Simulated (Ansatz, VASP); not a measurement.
Two plane-wave programs on BaTe

```
Ba Te
1.0
     3.91085    0.00000    0.00000
     0.00000    3.91085    0.00000
     0.00000    0.00000    4.01376
Ba Te
1 1
Direct
  0.00000 0.00000 0.00000
  0.50000 0.50000 0.50000
```

Change from the starting cell: strain -0.050 along x and y, -0.025 along z, atoms carried along.

Alike in both runs: task single point; functional LDA; k mesh 8 × 8 × 8; occupations gaussian, width 0.05 eV; no spin polarisation.

|  | VASP | Ansatz |
| --- | --- | --- |
| version | VASP 6.6.1 | Ansatz 0.2.0 |
| potentials or method | VASP PAW LDA potentials, release 64 (Ba_sv, Te), cutoff 520 eV | scalar-relativistic, plane waves, PAW |
| valence electrons in the cell | 16 | 26 |

Ansatz gave:

* pressure (GPa): 6.6
* traceless stress, the component that is largest in VASP (GPa): -1.43

**Question.** Estimate VASP's values.

**Answer.** Pressure (GPa): 7.8; traceless stress, the component that is largest in VASP (GPa): -1.37.

LDA's correlation is that of Perdew and Zunger in VASP and of Perdew and Wang (1992) in Ansatz. VASP's potentials hold 16 valence electrons a cell and Ansatz's 26, so a difference there can come from the potentials and not from the codes.

Spin-orbit coupling is off throughout.
